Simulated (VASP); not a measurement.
# Be (Im-3m) in VASP: further runs

Be is run at these levels: PBEsol; tasks: single point.

Program: VASP 6.6.1. These are calculated values, not measurements. Logs are shortened: lines on timing, memory, paths and dates and some standing lists are left out, and cuts for length are marked.

## (1) The cell of the first run

It takes space group Im-3m (No. 229, cubic). The conventional cell has a = 2.214 Å, b = 2.214 Å, c = 2.214 Å, α = 90.00°, β = 90.00°, γ = 90.00°. Within 2.5 Å of Be (site symmetry m-3m) lie 14 Be at 1.92 to 2.21 Å.

## (2) Single point, PBEsol

INCAR reads:

```
PREC = Accurate
ENCUT = 520
EDIFF = 1E-7
ISMEAR = -1
SIGMA = 0.1
LREAL = F
LASPH = T
NELM = 80
ALGO = Normal
ISIF = 2
LWAVE = F
LCHARG = F
GGA = PS
NBANDS = 7
```

KPOINTS reads:

```
regular mesh
0
Gamma
  24 24 24
```

POSCAR reads:

```
Be
1.0
   -1.1072471584      1.1072471584      1.1072471584
    1.1072471584     -1.1072471584      1.1072471584
    1.1072471584      1.1072471584     -1.1072471584
Be
1
Direct
    0.0000000000      0.0000000000      0.0000000000
```

Potentials or basis: VASP PAW PBE potentials, release 64 (Be).

Run with:

```sh
$ cat potpaw_PBE.64/Be/POTCAR > POTCAR
$ mpirun -np 1 vasp_std > vasp.out
```

OUTCAR:

```text
PREC = Accurate
   ENCUT = 520
   EDIFF = 1E-7
   ISMEAR = -1
   LREAL = F
   LASPH = T
   NELM = 80
   ISIF = 2
   GGA = PS

 ion  position               nearest neighbor table
   1  0.000  0.000  0.000-

  LATTYP: Found a body centered cubic cell.
 ALAT       =     2.2144943168

  Lattice vectors:

 A1 = (  -1.1072471584,   1.1072471584,   1.1072471584)
 A2 = (   1.1072471584,  -1.1072471584,   1.1072471584)
 A3 = (   1.1072471584,   1.1072471584,  -1.1072471584)

Analysis of symmetry for initial positions (statically):
=====================================================================
 Subroutine PRICEL returns:
 Original cell was already a primitive cell.

 Routine SETGRP: Setting up the symmetry group for a
 body centered cubic supercell.

 Subroutine GETGRP returns: Found 48 space group operations
 (whereof 48 operations were pure point group operations)
 out of a pool of 48 trial point group operations.

The static configuration has the point symmetry O_h .

Analysis of symmetry for dynamics (positions and initial velocities):
=====================================================================
 Subroutine PRICEL returns:
 Original cell was already a primitive cell.

 Routine SETGRP: Setting up the symmetry group for a
 body centered cubic supercell.

 Subroutine GETGRP returns: Found 48 space group operations
 (whereof 48 operations were pure point group operations)
 out of a pool of 48 trial point group operations.

The dynamic configuration has the point symmetry O_h .

 Subroutine INISYM returns: Found 48 space group operations
 (whereof 48 operations are pure point group operations),
 and found     1 'primitive' translations

----------------------------------------------------------------------------------------

                                     Primitive cell

  volume of cell :       5.4299

  direct lattice vectors                    reciprocal lattice vectors
    -1.107247158  1.107247158  1.107247158     0.000000000  0.451570362  0.451570362
     1.107247158 -1.107247158  1.107247158     0.451570362  0.000000000  0.451570362
     1.107247158  1.107247158 -1.107247158     0.451570362  0.451570362  0.000000000

  length of vectors
     1.917808335  1.917808335  1.917808335     0.638616930  0.638616930  0.638616930

  position of ions in fractional coordinates (direct lattice)
     0.000000000  0.000000000  0.000000000

  ion indices of the primitive-cell ions
   primitive index   ion index
                 1           1

----------------------------------------------------------------------------------------

 KPOINTS: regular mesh

Automatic generation of k-mesh.
 Grid dimensions read from file:
 generate k-points for:   24   24   24

 Generating k-lattice:

  Cartesian coordinates                     Fractional coordinates (reciprocal lattice)
     0.000000000  0.018815432  0.018815432     0.041666667  0.000000000  0.000000000
     0.018815432  0.000000000  0.018815432     0.000000000  0.041666667  0.000000000
     0.018815432  0.018815432  0.000000000     0.000000000  0.000000000  0.041666667

  Length of vectors
     0.026609039  0.026609039  0.026609039

  Shift w.r.t. Gamma in fractional coordinates (k-lattice)
     0.000000000  0.000000000  0.000000000

 Subroutine IBZKPT returns following result:
 ===========================================

 Found    413 irreducible k-points:

 Following reciprocal coordinates:
            Coordinates               Weight
  0.000000  0.000000  0.000000      1.000000
  0.041667  0.000000  0.000000     12.000000
  0.083333  0.000000  0.000000     12.000000
  0.125000  0.000000  0.000000     12.000000
  0.166667  0.000000  0.000000     12.000000
  0.208333  0.000000  0.000000     12.000000
[... 16 lines left out ...]
  0.416667  0.041667  0.000000     48.000000
  0.458333  0.041667  0.000000     48.000000
 [... further k-points ...]
   k-points           NKPTS =    413   k-points in BZ     NKDIM =    413   number of bands    NBANDS=      7
   number of dos      NEDOS =    301   number of ions     NIONS =      1
   total plane-waves  NPLWV =   2744
   dimension x,y,z NGX =    14 NGY =   14 NGZ =   14
   dimension x,y,z NGXF=    28 NGYF=   28 NGZF=   28
   ions per type =               1
   NGX,Y,Z   is equivalent  to a cutoff of  12.14, 12.14, 12.14 a.u.
   NGXF,Y,Z  is equivalent  to a cutoff of  24.27, 24.27, 24.27 a.u.
 SYSTEM =  unknown system
   PREC   = accura    normal or accurate (medium, high low for compatibility)
   ISTART =      0    job   : 0-new  1-cont  2-samecut
   ICHARG =      2    charge: 1-file 2-atom 10-const
   ISPIN  =      1    spin polarized calculation?
   LNONCOLLINEAR =      F non collinear calculations
   LSORBIT =      F    spin-orbit coupling
   LASPH  =      T    aspherical Exc in radial PAW
   ENCUT  =  520.0 eV  38.22 Ry    6.18 a.u.   3.57  3.57  3.57*2*pi/ulx,y,z
   NELM   =     80;   NELMIN=  2; NELMDL= -5     # of ELM steps
   EDIFF  = 0.1E-06   stopping-criterion for ELM
   LREAL  =      F    real-space projection
   EDIFFG = 0.1E-05   stopping-criterion for IOM
   NSW    =      0    number of steps for IOM
   IBRION =     -1    ionic relax: 0-MD 1-quasi-New 2-CG
   NFREE  =      0    steps in history (QN), initial steepest desc. (CG)
   ISIF   =      2    stress and relaxation
   ISYM   =      2    0-nonsym 1-usesym 2-fastsym
   POTIM  = 0.5000    time-step for ionic-motion
   TEBEG  =    0.0;   TEEND  =   0.0 temperature during run
   PSTRESS=    0.0 pullay stress
   NELECT =       2.0000    total number of electrons
   NUPDOWN=      -1.0000    fix difference up-down
   EMIN   =  10.00;   EMAX   =-10.00  energy-range for DOS
   EFERMI =   0.00;   METHOD = LEGACY
   ISMEAR =    -1;   SIGMA  =   0.10  broadening in eV -4-tet -1-fermi 0-gaus
   EFERMI_NEDOS =   21; number of points for ismear=-14 and -15
   IALGO  =     38    algorithm
   IMIX   =      4    mixing-type and parameters
     AMIX     =   0.40;   BMIX     =  1.00
     AMIX_MAG =   1.60;   BMIX_MAG =  1.00
  volume/ion in A,a.u.               =       5.43        36.64
  Fermi-wavevector in a.u.,A,eV,Ry     =   1.173510  2.217613 18.736944  1.377127
  Thomas-Fermi vector in A             =   2.309922
   LORBIT       =      0    0 simple, 1 ext, 2 COOP (PROOUT), +10 PAW based schemes
   GGA     = PS    functional components
   LHFCALC =     F    Hartree Fock is set to
   AEXX    =    0.0000 exact exchange contribution
   IVDW    =     0    specifies the selected vdW correction
   LEPSILON=     F    determine dielectric tensor
   LRPA    =     F    only Hartree local field effects (RPA)
 non-spin polarized calculation
  energy-cutoff  :      520.00
  volume of cell :        5.43
 maximum number of plane-waves:       153
   NGX =  7   NGY =  7   NGZ =  7

 number of electron       2.0000000 magnetization

 Free energy of the ion-electron system (eV)
  ---------------------------------------------------
  ext. energy  EPLUGINS =         0.00000000
  ---------------------------------------------------
  free energy    TOTEN  =        -3.44628468 eV

  energy without entropy =       -3.44294190  energy(sigma->0) =       -3.44461329

 E-fermi :  11.5885     XC(G=0): -11.9165

 val. band max:       11.5147319291   @ k =  -0.3750  -0.4167   0.1667
 cond. band min:      11.6228471212   @ k =  -0.3750  -0.4167   0.1250
 fundamental gap:      0.1081151921
 Fermi energy:        11.5884699113

 k-point     1 :       0.0000    0.0000    0.0000
  band No.  band energies     occupation
      1      -2.8984      2.00000
      2      37.6464      0.00000
      3      37.6464      0.00000
      4      37.6464      0.00000
      5      50.6134      0.00000
      6      50.6134      0.00000
      7      50.6134      0.00000

 k-point     2 :       0.0417    0.0000    0.0000
  band No.  band energies     occupation
      1      -2.8317      2.00000
      2      37.2272      0.00000
      3      37.2712      0.00000
      4      37.5340      0.00000
      5      49.3848      0.00000
      6      49.4655      0.00000
      7      51.1961      0.00000

 k-point     3 :       0.0833    0.0000    0.0000
  band No.  band energies     occupation
      1      -2.6312      2.00000
      2      35.9231      0.00000
      3      36.3113      0.00000
      4      37.2027      0.00000
      5      47.1280      0.00000
      6      47.5351      0.00000
      7      51.3708      0.00000

 k-point     4 :       0.1250    0.0000    0.0000
  band No.  band energies     occupation
      1      -2.2962      2.00000
      2      33.7678      0.00000
      3      35.0647      0.00000
      4      36.6755      0.00000
      5      45.5983      0.00000
      6      45.6291      0.00000
      7      50.7763      0.00000

 k-point     5 :       0.1667    0.0000    0.0000
  band No.  band energies     occupation
      1      -1.8257      2.00000
      2      31.0464      0.00000
      3      33.7472      0.00000
      4      36.0001      0.00000
      5      43.8790      0.00000
      6      44.8237      0.00000
      7      50.6404      0.00000

 k-point     6 :       0.2083    0.0000    0.0000
  band No.  band energies     occupation
      1      -1.2197      2.00000
      2      28.0962      0.00000
      3      32.4784      0.00000
      4      35.2423      0.00000
      5      42.3174      0.00000
      6      44.5595      0.00000
      7      50.9199      0.00000

 k-point     7 :       0.2500    0.0000    0.0000
  band No.  band energies     occupation
      1      -0.4801      2.00000
      2      25.1392      0.00000
      3      31.3218      0.00000
      4      34.4706      0.00000
      5      40.9564      0.00000
      6      44.6248      0.00000
      7      51.5580      0.00000

 k-point     8 :       0.2917    0.0000    0.0000
  band No.  band energies     occupation
      1       0.3865      2.00000
      2      22.3003      0.00000
      3      30.3120      0.00000
      4      33.7427      0.00000
      5      39.8009      0.00000
      6      44.9103      0.00000
      7      52.4974      0.00000

 k-point     9 :       0.3333    0.0000    0.0000
  band No.  band energies     occupation
      1       1.3636      2.00000
      2      19.6590      0.00000
      3      29.4690      0.00000
      4      33.1018      0.00000
      5      38.8536      0.00000
      6      45.3363      0.00000
      7      53.6813      0.00000

 k-point    10 :       0.3750    0.0000    0.0000
  band No.  band energies     occupation
      1       2.4136      2.00000
      2      17.2889      0.00000
      3      28.8046      0.00000
      4      32.5782      0.00000
      5      38.1157      0.00000
      6      45.8249      0.00000
      7      55.0414      0.00000

 k-point    11 :       0.4167    0.0000    0.0000
  band No.  band energies     occupation
      1       3.4521      2.00000
      2      15.2954      0.00000
      3      28.3259      0.00000
      4      32.1920      0.00000
      5      37.5883      0.00000
      6      46.2872      0.00000
      7      56.4631      0.00000
[... 51 lines left out ...]
 k-point    17 :       0.1667    0.0417    0.0000
  band No.  band energies     occupation
      1      -1.4884      2.00000
      2      29.5772      0.00000
      3      32.7949      0.00000
      4      35.1490      0.00000
      5      43.6035      0.00000
      6      44.5449      0.00000
      7      50.8154      0.00000

 k-point    18 :       0.2083    0.0417    0.0000
  band No.  band energies     occupation
      1      -0.8143      2.00000
      2      26.6068      0.00000
      3      31.6012      0.00000
      4      34.2923      0.00000
      5      42.3363      0.00000
      6      44.4734      0.00000
      7      51.3086      0.00000

 k-point    19 :       0.2500    0.0417    0.0000
  band No.  band energies     occupation
      1      -0.0086      2.00000
      2      23.6983      0.00000
      3      30.5371      0.00000
      4      33.4648      0.00000
      5      41.2143      0.00000
      6      44.6710      0.00000
      7      52.1141      0.00000

 k-point    20 :       0.2917    0.0417    0.0000
  band No.  band energies     occupation
      1       0.9184      2.00000
      2      20.9492      0.00000
      3      29.6271      0.00000
      4      32.7187      0.00000
      5      40.2590      0.00000
      6      45.0519      0.00000
      7      53.1794      0.00000

 k-point    21 :       0.3333    0.0417   -0.0000
  band No.  band energies     occupation
      1       1.9420      2.00000
      2      18.4315      0.00000
      3      28.8863      0.00000
      4      32.0901      0.00000
      5      39.4835      0.00000
      6      45.5408      0.00000
      7      54.4466      0.00000

 k-point    22 :       0.3750    0.0417    0.0000
  band No.  band energies     occupation
      1       3.0063      2.00000
      2      16.2286      0.00000
      3      28.3242      0.00000
      4      31.6023      0.00000
      5      38.8962      0.00000
      6      46.0532      0.00000
      7      55.8368      0.00000

 k-point    23 :       0.4167    0.0417    0.0000
  band No.  band energies     occupation
      1       3.9860      2.00000
      2      14.4821      0.00000
      3      27.9467      0.00000
      4      31.2700      0.00000
      5      38.5023      0.00000
      6      46.4887      0.00000
      7      57.2039      0.00000

 k-point    24 :       0.4583    0.0417    0.0000
  band No.  band energies     occupation
      1       4.6291      2.00000
      2      13.4534      0.00000
      3      27.7571      0.00000
      4      31.1019      0.00000
      5      38.3047      0.00000
      6      46.7425      0.00000
      7      58.2023      0.00000

 [... further k-points ...]
[... 5 lines left out ...]
  --------------------------------------------------------------------------------------
  -------------------------------------------------------------------------------------
  Total        2.7437741      2.7437741      2.7437741      0.0000000     -0.0000000      0.0000000
  in kB      809.5901595    809.5901595    809.5901595      0.0000000     -0.0000000      0.0000000
  external PRESSURE =     809.5901595 kB  Pullay stress =       0.0000000 kB

 VOLUME and BASIS-vectors are now :
 -----------------------------------------------------------------------------
  energy-cutoff  :      520.00
  volume of cell :        5.43
      direct lattice vectors                 reciprocal lattice vectors
    -1.107247158  1.107247158  1.107247158     0.000000000  0.451570362  0.451570362
     1.107247158 -1.107247158  1.107247158     0.451570362  0.000000000  0.451570362
     1.107247158  1.107247158 -1.107247158     0.451570362  0.451570362  0.000000000

 POSITION                                       TOTAL-FORCE (eV/Angst)
 -----------------------------------------------------------------------------------
      0.00000      0.00000      0.00000         0.000000     -0.000000      0.000000
 -----------------------------------------------------------------------------------
    total drift:                               -0.000000     -0.000000      0.000000

  FREE ENERGIE OF THE ION-ELECTRON SYSTEM (eV)
  ---------------------------------------------------
  free  energy   TOTEN  =        -3.4462846774 eV

  energy  without entropy=       -3.4429418951  energy(sigma->0) =       -3.44461329
```

It took 7.2 s on 1 thread of Intel Xeon 6975P-C, shared host; peak memory 0.12 GiB.

What came out:

- Free energy: -3.4463 eV
- Pressure: 81.0 GPa
- Band gap on the k mesh: zero (band 1 reaches 16.82 eV, above the bottom of band 2 at 9.63 eV)

Caveat: the PAW data sets were made with another functional, which shifts forces and pressure a little.

(Continued in part 2 of 2.)
